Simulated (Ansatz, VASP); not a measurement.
Cs4In in VASP and in Ansatz

```
CELL_PARAMETERS angstrom
7.68229 0.00000 0.00000
0.00000 7.68229 0.00000
0.00000 0.00000 7.68229
ATOMIC_POSITIONS crystal
Cs 0.27265 0.72735 0.72735
Cs 0.72735 0.27265 0.72735
Cs 0.72735 0.72735 0.27265
Cs 0.27265 0.27265 0.27265
In 0.00000 0.00000 0.00000
```

Change from the starting cell: species swapped into the SnI4 type (P-43m, No. 215).

Alike in both runs: functional PBE; k mesh 4 × 4 × 4; occupations gaussian, width 0.1 eV; no spin polarisation.

Ansatz relaxed the structure, and its values are those at the end. VASP's run is a single point on that final structure, the one shown.

```csv
,VASP,Ansatz
version,VASP 6.6.1,Ansatz 0.2.0
potentials or method,"VASP PAW PBE potentials, release 64 (Cs_sv, In_d), cutoff 520 eV","scalar-relativistic, plane waves, PAW"
valence electrons in the cell,49,49
```

Ansatz gave:

- gap on the k mesh at the Fermi level (eV): none
- pressure (GPa): 0.2
- rms of the force components (eV/Å): 0.019

Problem. Which values does VASP return?

Solution. gap on the k mesh at the Fermi level (eV): none; pressure (GPa): 0.2; rms of the force components (eV/Å): 0.021.

A gap of «none» marks a metal or a gap that the smearing closes. With one functional, cell and mesh, what is left measures potentials, basis and numerics.

Neither program's run includes spin-orbit coupling.
